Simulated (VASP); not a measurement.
Set up this calculation in VASP 6.6.1, as the native input.

```
Task                   : single point
Functional             : LDA
Potentials or basis    : VASP PAW LDA potentials, release 64 (Te, Sn_d)
Cutoff                 : 520 eV
k mesh                 : 6 × 6 × 6
Occupations            : fermi-dirac, width 0.05 eV
Spin                   : no spin polarisation
Dipole correction      : no
Further INCAR settings : ALGO = Normal; EDIFF = 1e-07; NBANDS = 17
```

The structure of SnTe lies in POSCAR:

```
SnTe
1.0
    0.0000000000      3.6350615711      3.6350615711
    3.6350615711      0.0000000000      3.6350615711
    3.6350615711      3.6350615711      0.0000000000
Te Sn
1 1
Direct
    0.2500000000      0.2500000000      0.2500000000
    0.0000000000      0.0000000000      0.0000000000
```

The input as run:

INCAR

```
SYSTEM = SnTe
ALGO = Normal
EDIFF = 1E-7
ENCUT = 520
ISIF = 2
ISMEAR = -1
LASPH = .True.
LCHARG = .False.
LREAL = .False.
LWAVE = .False.
NBANDS = 17
NELM = 80
PREC = Accurate
SIGMA = 0.05
```

KPOINTS

```
k-points
0
Gamma
  6 6 6
  0 0 0
```

Potentials or basis: VASP PAW LDA potentials, release 64 (Te, Sn_d).

Run with:

```console
$ cat potpaw_LDA.64/Te/POTCAR potpaw_LDA.64/Sn_d/POTCAR > POTCAR
$ mpirun -np 1 vasp_std > vasp.out
```

Results of the run:

The pressure is -2.5 GPa and the band gap on the k mesh is 0.24 eV, indirect (least direct gap 0.74 eV).

Caveat: spin-orbit coupling is left out, which moves the levels of the heavy elements.

Run time: 24 s on 1 thread of Intel(R) Xeon(R) 6975P-C (Granite Rapids), with other jobs on the host, peak memory 0.19 GiB.
